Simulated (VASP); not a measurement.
AlSi40H16Cl3, 60 atoms in the cell. The cell holds a slab with vacuum, 60 atoms: a = 7.679 Å, b = 15.358 Å, c = 18.256 Å, α = 90.00°, β = 90.00°, γ = 90.00°. 

* Program: VASP 6.6.1
* Task: single point
* Functional: PBE
* Potentials or basis: VASP PAW PBE potentials, release 64 (H, Si, Al, Cl)
* Cutoff: 520 eV
* k mesh: 2 × 1 × 1
* Occupations: fermi-dirac, width 0.02 eV
* Spin: no spin polarisation
* Dipole correction: no
* Further INCAR settings: LREAL = Auto; ALGO = Normal; EDIFF = 1e-07; NBANDS = 136

Potentials or basis: VASP PAW PBE potentials, release 64 (H, Si, Al, Cl).

Launch:

```bash
$ cat potpaw_PBE.64/H/POTCAR potpaw_PBE.64/Si/POTCAR potpaw_PBE.64/Al/POTCAR potpaw_PBE.64/Cl/POTCAR > POTCAR
$ mpirun -np 1 vasp_std > vasp.out
```

Hardware: 1 thread of Intel(R) Xeon(R) Platinum 8259CL CPU @ 2.50GHz (Skylake/Cascade Lake) (shared host).

Problem. How long does it take, and how much memory?

Solution. It took 41 min on 1 thread of Intel(R) Xeon(R) Platinum 8259CL CPU @ 2.50GHz (Skylake/Cascade Lake) (shared host), peak memory 2 GiB. Counts: scf iterations 32, k points 2.
